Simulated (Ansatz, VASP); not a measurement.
## One calculation of GaSb, two programs

```
CELL_PARAMETERS angstrom
-1.63149 2.43310 2.70332
1.63149 -2.43310 2.70332
1.63149 2.43310 -2.70332
ATOMIC_POSITIONS crystal
Ga 0.00000 0.00000 0.00000
Sb 0.50000 0.50000 0.00000
```

Change from the starting cell: volume 21.462 Å^3 an atom, stretch along a over the lengths across it, relative to the relaxed cell 1.0835.

Alike in both runs: task single point; functional PBE; k mesh 18 × 18 × 18; occupations gaussian, width 0.15 eV; no spin polarisation.

|  | VASP | Ansatz |
| --- | --- | --- |
| version | VASP 6.6.1 | Ansatz 0.2.0 |
| potentials or method | VASP PAW PBE potentials, release 64 (Ga_d, Sb), cutoff 520 eV | scalar-relativistic, plane waves, PAW |
| valence electrons in the cell | 18 | 28 |

VASP gave:

- gap on the k mesh at the Fermi level (eV): none
- pressure (GPa): 8.3
- traceless stress, the component that is largest in VASP (GPa): 4.89

**Question.** Estimate Ansatz's values.

**Answer.** gap on the k mesh at the Fermi level (eV): none; pressure (GPa): 8.3; traceless stress, the component that is largest in VASP (GPa): 4.83.

A gap of «none» marks a metal or a gap that the smearing closes. With one functional, cell and mesh, what is left measures potentials, basis and numerics. VASP's potentials hold 18 valence electrons a cell and Ansatz's 28, so a difference there can come from the potentials and not from the codes.

Neither program's run includes spin-orbit coupling.
